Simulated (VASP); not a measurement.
# CuO (P4/nmm) in VASP: notebook

CuO is run at these levels: PBEsol; tasks: single point.

Program: VASP 6.6.1. These are calculated values, not measurements. Logs are shortened: lines on timing, memory, paths and dates and some standing lists are left out, and cuts for length are marked.

## 1. The cell of the first run

The structure is tetragonal, space group P4/nmm (No. 129). The conventional cell has a = 3.111 Å, b = 3.111 Å, c = 4.555 Å, α = 90.00°, β = 90.00°, γ = 90.00°. Cu (site symmetry -4m2) has 4 O at 1.97 Å and 4 Cu at 2.20 Å within 2.6 Å. O (site symmetry 4mm) has 4 Cu at 1.97 Å within 2.6 Å.

## 2. Single point, PBEsol

INCAR reads:

```
SYSTEM = CuO
PREC     = Accurate       ! precision mode
ENCUT    = 520            ! plane-wave cutoff, eV
EDIFF    = 1E-6           ! SCF threshold, eV
ISMEAR   = -1             ! smearing method
SIGMA    = 0.05           ! smearing width, eV
LREAL    = .False.        ! projectors in reciprocal space
LASPH    = .True.         ! aspherical terms in the spheres
NELM     = 60             ! most SCF steps
ALGO     = Normal         ! electronic algorithm
ISIF     = 2              ! what is computed and relaxed
LWAVE    = .False.        ! write WAVECAR
LCHARG   = .False.        ! write CHGCAR
GGA      = PS             ! functional
NBANDS   = 25             ! bands
```

KPOINTS reads:

```
regular mesh
0
Gamma
  8 8 6
  0 0 0
```

POSCAR reads:

```
CuO
1.0
    3.1106712801      0.0000000000      0.0000000000
    0.0000000000      3.1106712801      0.0000000000
    0.0000000000      0.0000000000      4.5546168319
Cu O
2 2
Direct
    0.0000000000      0.0000000000      0.0000000000
    0.5000000000      0.5000000000      0.0000000000
    0.5000000000      0.0000000000      0.2670000000
    0.0000000000      0.5000000000      0.7330000000
```

Potentials or basis: VASP PAW PBE potentials, release 64 (Cu, O).

Launch:

```
$ cat potpaw_PBE.64/Cu/POTCAR potpaw_PBE.64/O/POTCAR > POTCAR
$ mpirun -np 1 vasp_std > vasp.out
```

OUTCAR:

```text
SYSTEM = CuO
   PREC = Accurate
   ENCUT = 520
   EDIFF = 1E-6
   ISMEAR = -1
   LREAL = .False.
   LASPH = .True.
   NELM = 60
   ISIF = 2
   GGA = PS

 ion  position               nearest neighbor table
   1  0.000  0.000  0.000-   3 1.97   4 1.97   4 1.97   3 1.97   2 2.20   2 2.20   2 2.20   2 2.20

   2  0.500  0.500  0.000-   3 1.97   4 1.97   3 1.97   4 1.97   1 2.20   1 2.20   1 2.20   1 2.20

   3  0.500  0.000  0.267-   1 1.97   2 1.97   2 1.97   1 1.97
   4  0.000  0.500  0.733-   1 1.97   2 1.97   1 1.97   2 1.97

  LATTYP: Found a simple tetragonal cell.
 ALAT       =     3.1106712801
 C/A-ratio  =     1.4641909806

  Lattice vectors:

 A1 = (   3.1106712801,   0.0000000000,   0.0000000000)
 A2 = (   0.0000000000,   3.1106712801,   0.0000000000)
 A3 = (   0.0000000000,   0.0000000000,   4.5546168319)

Analysis of symmetry for initial positions (statically):
=====================================================================
 Subroutine PRICEL returns:
 Original cell was already a primitive cell.

 Routine SETGRP: Setting up the symmetry group for a
 simple tetragonal supercell.

 Subroutine GETGRP returns: Found 16 space group operations
 (whereof  8 operations were pure point group operations)
 out of a pool of 16 trial point group operations.

The static configuration has the point symmetry D_2d.
 The point group associated with its full space group is D_4h.

Analysis of symmetry for dynamics (positions and initial velocities):
=====================================================================
 Subroutine PRICEL returns:
 Original cell was already a primitive cell.

 Routine SETGRP: Setting up the symmetry group for a
 simple tetragonal supercell.

 Subroutine GETGRP returns: Found 16 space group operations
 (whereof  8 operations were pure point group operations)
 out of a pool of 16 trial point group operations.

The dynamic configuration has the point symmetry D_2d.
 The point group associated with its full space group is D_4h.

 Subroutine INISYM returns: Found 16 space group operations
 (whereof  8 operations are pure point group operations),
 and found     1 'primitive' translations

----------------------------------------------------------------------------------------

                                     Primitive cell

  volume of cell :      44.0717

  direct lattice vectors                    reciprocal lattice vectors
     3.110671280  0.000000000  0.000000000     0.321474020  0.000000000  0.000000000
     0.000000000  3.110671280  0.000000000     0.000000000  0.321474020  0.000000000
     0.000000000  0.000000000  4.554616832     0.000000000  0.000000000  0.219557437

  length of vectors
     3.110671280  3.110671280  4.554616832     0.321474020  0.321474020  0.219557437

  position of ions in fractional coordinates (direct lattice)
     0.000000000  0.000000000  0.000000000
     0.500000000  0.500000000  0.000000000
     0.500000000  0.000000000  0.267000000
     0.000000000  0.500000000  0.733000000

  ion indices of the primitive-cell ions
   primitive index   ion index
                 1           1
                 2           2
                 3           3
                 4           4

----------------------------------------------------------------------------------------

 KPOINTS: regular mesh

Automatic generation of k-mesh.
 Grid dimensions read from file:
 generate k-points for:    8    8    6

 Generating k-lattice:

  Cartesian coordinates                     Fractional coordinates (reciprocal lattice)
     0.040184252  0.000000000  0.000000000     0.125000000  0.000000000  0.000000000
     0.000000000  0.040184252  0.000000000     0.000000000  0.125000000  0.000000000
     0.000000000  0.000000000  0.036592906     0.000000000  0.000000000  0.166666667

  Length of vectors
     0.040184252  0.040184252  0.036592906

  Shift w.r.t. Gamma in fractional coordinates (k-lattice)
     0.000000000  0.000000000  0.000000000

 Subroutine IBZKPT returns following result:
 ===========================================

 Found     60 irreducible k-points:

 Following reciprocal coordinates:
            Coordinates               Weight
  0.000000  0.000000  0.000000      1.000000
  0.125000  0.000000  0.000000      4.000000
  0.250000  0.000000  0.000000      4.000000
  0.375000  0.000000  0.000000      4.000000
  0.500000  0.000000  0.000000      2.000000
  0.125000  0.125000  0.000000      4.000000
[... 16 lines left out ...]
  0.375000  0.125000  0.166667     16.000000
  0.500000  0.125000  0.166667      8.000000
 [... further k-points ...]
   k-points           NKPTS =     60   k-points in BZ     NKDIM =     60   number of bands    NBANDS=     25
   number of dos      NEDOS =    301   number of ions     NIONS =      4
   total plane-waves  NPLWV =  20736
   dimension x,y,z NGX =    24 NGY =   24 NGZ =   36
   dimension x,y,z NGXF=    48 NGYF=   48 NGZF=   72
   ions per type =               2   2
[... 63 lines left out ...]
 cond. band min:       3.6745064108   @ k =   0.3750   0.1250   0.0000
 fundamental gap:      0.0105069654
 Fermi energy:         3.6730487123

 k-point     1 :       0.0000    0.0000    0.0000
  band No.  band energies     occupation
      1     -15.2575      2.00000
      2     -14.3109      2.00000
      3      -3.1650      2.00000
      4      -2.2012      2.00000
      5      -1.6859      2.00000
      6      -1.6859      2.00000
[... 17 lines left out ...]
     24      16.2196      0.00000
     25      18.9490      0.00000

 k-point     2 :       0.1250    0.0000    0.0000
  band No.  band energies     occupation
      1     -15.1832      2.00000
      2     -14.3064      2.00000
      3      -3.0057      2.00000
      4      -2.0799      2.00000
      5      -1.7942      2.00000
      6      -1.6883      2.00000
[... 17 lines left out ...]
     24      17.0831      0.00000
     25      18.7565      0.00000

 k-point     3 :       0.2500    0.0000    0.0000
  band No.  band energies     occupation
      1     -14.9854      2.00000
      2     -14.3102      2.00000
      3      -2.5785      2.00000
      4      -1.9806      2.00000
      5      -1.7578      2.00000
      6      -1.6157      2.00000
[... 17 lines left out ...]
     24      17.7745      0.00000
     25      17.9983      0.00000

 k-point     4 :       0.3750    0.0000    0.0000
  band No.  band energies     occupation
      1     -14.7318      2.00000
      2     -14.3641      2.00000
      3      -2.2297      2.00000
      4      -1.7934      2.00000
      5      -1.4503      2.00000
      6      -1.4259      2.00000
[... 17 lines left out ...]
     24      17.3225      0.00000
     25      17.6306      0.00000

 k-point     5 :       0.5000    0.0000    0.0000
  band No.  band energies     occupation
      1     -14.5058      2.00000
      2     -14.5058      2.00000
      3      -1.9772      2.00000
      4      -1.9772      2.00000
      5      -1.3543      2.00000
      6      -1.3543      2.00000
[... 17 lines left out ...]
     24      16.9088      0.00000
     25      18.7021      0.00000

 k-point     6 :       0.1250    0.1250    0.0000
  band No.  band energies     occupation
      1     -15.1118      2.00000
      2     -14.3000      2.00000
      3      -2.8681      2.00000
      4      -1.9953      2.00000
      5      -1.9574      2.00000
      6      -1.5083      2.00000
[... 17 lines left out ...]
     24      17.7578      0.00000
     25      18.7753      0.00000
[... 393 lines left out ...]
 k-point    21 :       0.1250    0.1250    0.1667
  band No.  band energies     occupation
      1     -15.0684      2.00000
      2     -14.3460      2.00000
      3      -2.8593      2.00000
      4      -2.1904      2.00000
      5      -1.8315      2.00000
      6      -1.5508      2.00000
[... 17 lines left out ...]
     24      17.3305      0.00000
     25      19.1817      0.00000

 k-point    22 :       0.2500    0.1250    0.1667
  band No.  band energies     occupation
      1     -14.8876      2.00000
      2     -14.3321      2.00000
      3      -2.6287      2.00000
      4      -2.1229      2.00000
      5      -1.5955      2.00000
      6      -1.4143      2.00000
[... 17 lines left out ...]
     24      17.0937      0.00000
     25      19.2771      0.00000

 k-point    23 :       0.3750    0.1250    0.1667
  band No.  band energies     occupation
      1     -14.6607      2.00000
      2     -14.3586      2.00000
      3      -2.5071      2.00000
      4      -1.8795      2.00000
      5      -1.4600      2.00000
      6      -1.2813      2.00000
[... 17 lines left out ...]
     24      17.3453      0.00000
     25      18.3048      0.00000

 k-point    24 :       0.5000    0.1250    0.1667
  band No.  band energies     occupation
      1     -14.4672      2.00000
      2     -14.4672      2.00000
      3      -2.2423      2.00000
      4      -2.2423      2.00000
      5      -1.2306      2.00000
      6      -1.2306      2.00000
[... 17 lines left out ...]
     24      17.0592      0.00000
     25      18.5193      0.00000

 [... further k-points ...]
[... 5 lines left out ...]
  --------------------------------------------------------------------------------------
  -------------------------------------------------------------------------------------
  Total       10.2777890     10.2777890     -1.7302880      0.0000000      0.0000000      0.0000000
  in kB      373.6372730    373.6372730    -62.9026435      0.0000000      0.0000000      0.0000000
  external PRESSURE =     228.1239675 kB  Pullay stress =       0.0000000 kB

 VOLUME and BASIS-vectors are now :
 -----------------------------------------------------------------------------
  energy-cutoff  :      520.00
  volume of cell :       44.07
      direct lattice vectors                 reciprocal lattice vectors
     3.110671280  0.000000000  0.000000000     0.321474020  0.000000000  0.000000000
     0.000000000  3.110671280  0.000000000     0.000000000  0.321474020  0.000000000
     0.000000000  0.000000000  4.554616832     0.000000000  0.000000000  0.219557437

 POSITION                                       TOTAL-FORCE (eV/Angst)
 -----------------------------------------------------------------------------------
      0.00000      0.00000      0.00000         0.000000     -0.000000      0.000000
      1.55534      1.55534      0.00000         0.000000      0.000000      0.000000
      1.55534      0.00000      1.21608         0.000000     -0.000000     -0.426504
      0.00000      1.55534      3.33853         0.000000      0.000000      0.426504
 -----------------------------------------------------------------------------------
    total drift:                                0.000000     -0.000000     -0.000000

  FREE ENERGIE OF THE ION-ELECTRON SYSTEM (eV)
  ---------------------------------------------------
  free  energy   TOTEN  =       -17.6427896497 eV

  energy  without entropy=      -17.5900281663  energy(sigma->0) =      -17.61640891
```

It took 73 s on 1 thread of Intel Xeon 8259CL, shared host; peak memory 0.19 GiB.

What came out:

* Free energy: -17.6428 eV
* Pressure: 22.8 GPa
* Largest force: 0.427 eV/Å
* Band gap on the k mesh: zero (band 17 reaches 4.15 eV, above the bottom of band 18 at 3.25 eV)

Forces in eV/Å, atoms in the order of the input:
```
Cu   0.000  0.000  0.000
Cu   0.000  0.000  0.000
O    0.000  0.000 -0.427
O    0.000  0.000  0.427
```

Caveat: the PAW data sets were made with another functional, which shifts forces and pressure a little; semilocal functionals often make such compounds metallic where correlation or magnetic order opens a gap, which also shifts bond lengths.

## 3. Single point, PBEsol

This run uses another cell than the first one, of 11.25 Å³/atom, 1.021 times its volume.

INCAR reads:

```
SYSTEM = CuO
  ALGO = Normal
  EDIFF = 1E-7
  ENCUT = 520
  GGA = PS
  ISIF = 2
  ISMEAR = -1
  LASPH = .True.
  LCHARG = .False.
  LREAL = .False.
  LWAVE = .False.
  NBANDS = 25
  NELM = 100
  PREC = Accurate
  SIGMA = 0.05
```

KPOINTS reads:

```
k-points
0
Gamma
  8 8 6
  0 0 0
```

POSCAR reads:

```
CuO
1.0
    3.1325781376      0.0000000000      0.0000000000
    0.0000000000      3.1325781376      0.0000000000
    0.0000000000      0.0000000000      4.5866926551
Cu O
2 2
Direct
    0.0000000000      0.0000000000      0.0000000000
    0.5000000000      0.5000000000      0.0000000000
    0.5000000000      0.0000000000      0.2670000000
    0.0000000000      0.5000000000      0.7330000000
```

Potentials or basis: VASP PAW PBE potentials, release 64 (Cu, O).

Launch:

```
$ cat potpaw_PBE.64/Cu/POTCAR potpaw_PBE.64/O/POTCAR > POTCAR
$ mpirun -np 1 vasp_std > vasp.out
```

Run time: 86 s. Hardware: 1 thread of Intel Xeon 8259CL, shared host; peak memory 0.19 GiB.

It converged, with:

```yaml
Free_energy: -17.7644 eV
Pressure: 18.3 GPa
Largest_force: 0.722 eV/Å
Band_gap_on_the_k_mesh: zero (band 17 reaches 3.89 eV, above the bottom of band 18 at 3.01 eV)
```

Forces on the atoms (eV/Å):
```
Cu   0.000  0.000  0.000
Cu   0.000  0.000  0.000
O    0.000  0.000 -0.722
O    0.000  0.000  0.722
```

Stress tensor (GPa, compression positive):
```
31.84  0.00  0.00
 0.00 31.84  0.00
 0.00  0.00 -8.84
```

Levels at points of the mesh, in eV from the Fermi level:
| k point | band 15 | band 16 | band 17 | band 18 | band 19 | band 20 |
| --- | --- | --- | --- | --- | --- | --- |
| (0.00, 0.00, 0.00) | -0.51 | -0.35 | 0.46 | 0.46 | 1.11 | 6.46 |
| (0.50, 0.00, 0.00) | -0.27 | -0.27 | -0.01 | -0.01 | 5.42 | 5.42 |
| (0.50, 0.50, 0.00) | -1.64 | -1.64 | -0.42 | -0.42 | 5.61 | 5.61 |
| (0.00, 0.00, 0.50) | -0.82 | -0.51 | 0.27 | 0.27 | 2.78 | 5.64 |
| (0.50, 0.00, 0.50) | 0.04 | 0.04 | 0.11 | 0.11 | 5.24 | 5.24 |
| (0.50, 0.50, 0.50) | -1.75 | -1.75 | -0.29 | -0.29 | 6.60 | 6.60 |

Caveat: the PAW data sets were made with another functional, which shifts forces and pressure a little; semilocal functionals often make such compounds metallic where correlation or magnetic order opens a gap, which also shifts bond lengths. With open d or f shells a metallic result of PBEsol can be an artefact of self-interaction; +U or a hybrid may open a gap.

## 4. Single point, PBEsol

This run uses another cell than the first one, of 11.49 Å³/atom, 1.043 times its volume.

INCAR reads:

```
  PREC = Accurate
  ENCUT = 520
  EDIFF = 1E-6
  ISMEAR = -1
  SIGMA = 0.05
  LREAL = False
  LASPH = True
  NELM = 60
  ALGO = Normal
  ISIF = 2
  LWAVE = False
  LCHARG = False
  GGA = PS
  NBANDS = 25
```

KPOINTS reads:

```
regular mesh
0
Gamma
  8 8 6
```

POSCAR reads:

```
CuO
1.0
    3.1541828075      0.0000000000      0.0000000000
    0.0000000000      3.1541828075      0.0000000000
    0.0000000000      0.0000000000      4.6183260179
Cu O
2 2
Direct
    0.0000000000      0.0000000000      0.0000000000
    0.5000000000      0.5000000000      0.0000000000
    0.5000000000      0.0000000000      0.2670000000
    0.0000000000      0.5000000000      0.7330000000
```

Launch:

```
$ cat potpaw_PBE.64/Cu/POTCAR potpaw_PBE.64/O/POTCAR > POTCAR
$ mpirun -np 1 vasp_std > vasp.out
```

It took 82 s on 1 thread of Intel Xeon 8259CL, shared host; peak memory 0.19 GiB.

The run converged. Its results:

```yaml
Free_energy: -17.8608 eV
Pressure: 14.2 GPa
Largest_force: 0.992 eV/Å
Band_gap_on_the_k_mesh: zero (band 17 reaches 3.64 eV, above the bottom of band 18 at 2.78 eV)
```

Forces in eV/Å, atoms in the order of the input:
```
Cu   0.000  0.000  0.000
Cu   0.000  0.000  0.000
O    0.000  0.000 -0.992
O    0.000  0.000  0.992
```

Stress tensor (GPa, compression positive):
```
 26.87   0.00   0.00
  0.00  26.87   0.00
  0.00   0.00 -11.06
```

Levels at points of the mesh, in eV from the Fermi level:
```tsv
k point	band 13	band 14	band 15	band 16	band 17	band 18	band 19	band 20	band 21	band 22
(0.00, 0.00, 0.00)	-1.12	-1.12	-0.51	-0.33	0.45	0.45	1.09	6.42	11.00	11.00
(0.50, 0.00, 0.00)	-2.38	-2.38	-0.27	-0.27	-0.01	-0.01	5.33	5.33	10.60	10.60
(0.50, 0.50, 0.00)	-1.71	-1.71	-1.59	-1.59	-0.41	-0.41	5.56	5.56	9.42	9.42
(0.00, 0.00, 0.50)	-1.00	-1.00	-0.78	-0.51	0.26	0.26	2.74	5.59	10.99	10.99
(0.50, 0.00, 0.50)	-2.42	-2.42	0.04	0.04	0.11	0.11	5.14	5.14	9.69	9.69
(0.50, 0.50, 0.50)	-1.84	-1.84	-1.71	-1.71	-0.29	-0.29	6.52	6.52	9.42	9.42
```

Caveat: the PAW data sets were made with another functional, which shifts forces and pressure a little; semilocal functionals often make such compounds metallic where correlation or magnetic order opens a gap, which also shifts bond lengths.

## 5. The runs side by side

| cell | gap on the mesh (eV) | pressure (GPa) | largest force (eV/Å) |
| --- | --- | --- | --- |
| a = 3.111, b = 3.111, c = 4.555 Å, 4 atoms | none | 22.8 | 0.43 |
| a = 3.133, b = 3.133, c = 4.587 Å, 4 atoms | none | 18.3 | 0.72 |
| a = 3.154, b = 3.154, c = 4.618 Å, 4 atoms | none | 14.2 | 0.99 |

Alike in all rows: task single point; level PBEsol; potentials or basis VASP PAW PBE potentials, release 64 (Cu, O); no spin polarisation; k mesh 8 × 8 × 6; cutoff (eV) 520; smearing fermi-dirac 0.05 eV.

Caveats: the PAW data sets were made with another functional, which shifts forces and pressure a little; semilocal functionals often make such compounds metallic where correlation or magnetic order opens a gap, which also shifts bond lengths.

Absolute energies hang on the potentials; compare differences alone.
